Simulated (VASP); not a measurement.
Wanted: the native input for a VASP 6.6.1 run.

```yaml
Task: relaxation of cell and atoms
Functional: PBE
Potentials_or_basis: VASP PAW PBE potentials, release 64 (B)
Cutoff: 600 eV
k_mesh: 6 × 4 × 2
Occupations: gaussian, width 0.1 eV
Spin: no spin polarisation
Dipole_correction: no
Further_INCAR_settings: ALGO = Normal; EDIFF = 1e-07; IBRION = 2; EDIFFG = -0.04; NSW = 90; ISIF = 3
```

The structure of B lies in POSCAR:

```
B
1.0
    2.7258821900      0.0000000000      0.0000000000
    0.0000000000      4.5304882000      0.0000000000
    0.0000000000      0.0000000000      7.6936851600
B
12
Direct
    0.8842754200      0.3179978700      0.2012293300
    0.3842754200      0.1820021300      0.2987706700
    0.6157245800      0.8179978700      0.2987706700
    0.1157245800      0.6820021300      0.2012293300
    0.1157245800      0.6820021300      0.7987706700
    0.6157245800      0.8179978700      0.7012293300
    0.3842754200      0.1820021300      0.7012293300
    0.8842754200      0.3179978700      0.7987706700
    0.7474270600      0.8809678000      0.5000000000
    0.2474270600      0.6190322000      0.0000000000
    0.7525729400      0.3809678000      0.0000000000
    0.2525729400      0.1190322000      0.5000000000
```

The cell was built from a structure type or drawn by symmetry, and may not be a known phase.

One way to write it, as run:

INCAR

```
SYSTEM = B
PREC = Accurate
ENCUT = 600
EDIFF = 1E-7
ISMEAR = 0
SIGMA = 0.1
LREAL = .False.
LASPH = .True.
NELM = 80
ALGO = Normal
ISIF = 3
LWAVE = .False.
LCHARG = .False.
GGA = PE
IBRION = 2
NSW = 90
EDIFFG = -0.04
```

KPOINTS

```
regular mesh
0
Gamma
  6 4 2
  0 0 0
```

Potentials or basis: VASP PAW PBE potentials, release 64 (B).

The run is started by

```sh
$ cat potpaw_PBE.64/B/POTCAR > POTCAR
$ mpirun -np 1 vasp_std > vasp.out
```

Results of the run:

```
Relaxed volume                        : 6.97 Å³/atom
Relaxed cell                          : a = 3.290 Å, b = 2.960 Å, c = 8.584 Å, α = 90.00°, β = 90.00°, γ = 90.00°
Space group after relaxing (to 0.1 Å) : Pnnm (No. 58)
Energy gained by relaxing             : 640.4 meV/atom
Ionic steps                           : 35
Pressure after relaxing               : 0.1 GPa
Largest force after relaxing          : 0.020 eV/Å
Band gap on the k mesh                : zero (bands 18 and 19 overlap by 3.72 eV)
```

Caveat: the k points lie up to 0.53 Å⁻¹ apart in the final cell, too coarse for converged energies and pressures of a metal; a cell axis changed by over 15 % at a fixed basis, so the end point is rough.

Run time: 15 min on 1 thread of AMD EPYC 9R45 96-Core Processor (Zen 5), on a shared host, peak memory 0.21 GiB.
